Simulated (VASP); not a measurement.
Set up this calculation in VASP 6.6.1, as the native input.

```
Task                   : single point
Functional             : LDA
Potentials or basis    : VASP PAW LDA potentials, release 64 (Mo_sv, C)
Cutoff                 : 520 eV
k mesh                 : 9 × 9 × 1
Occupations            : gaussian, width 0.1 eV
Spin                   : no spin polarisation
Dipole correction      : yes
Further INCAR settings : ALGO = Normal; EDIFF = 1e-06; NBANDS = 38
```

The structure of Mo4C lies in POSCAR:

```
Mo4C
1.0
    3.1111816891      0.0000000000      0.0000000000
    0.0000000000      3.1111816891      0.0000000000
    0.0000000000      0.0000000000     21.5098172784
Mo C
4 1
Direct
    0.5000000000      0.5000000000      0.1859615983
    0.0000000000      0.0000000000      0.2582816382
    0.5000000000      0.5000000000      0.3325055024
    0.0000000000      0.0000000000      0.3956248056
    0.0000000000      0.0000000000      0.5095262845
```

The input as run:

INCAR

```
  ALGO = Normal
  DIPOL = 0.5 0.5 0.336
  EDIFF = 1E-6
  ENCUT = 520
  IDIPOL = 3
  ISIF = 2
  ISMEAR = 0
  LASPH = True
  LCHARG = False
  LDIPOL = True
  LREAL = False
  LWAVE = False
  NBANDS = 38
  NELM = 80
  PREC = Accurate
  SIGMA = 0.1
```

KPOINTS

```
k-points
0
Gamma
  9 9 1
```

Potentials or basis: VASP PAW LDA potentials, release 64 (Mo_sv, C).

Command:

```bash
$ cat potpaw_LDA.64/Mo_sv/POTCAR potpaw_LDA.64/C/POTCAR > POTCAR
$ mpirun -np 1 vasp_std > vasp.out
```

It gave:

* Largest force: 4.150 eV/Å
* Band gap on the k mesh: zero (band 30 reaches 0.38 eV, above the bottom of band 31 at -0.01 eV)

Run time: 87 s on 1 thread of Intel(R) Xeon(R) 6975P-C (Granite Rapids) (shared host), peak memory 0.29 GiB.
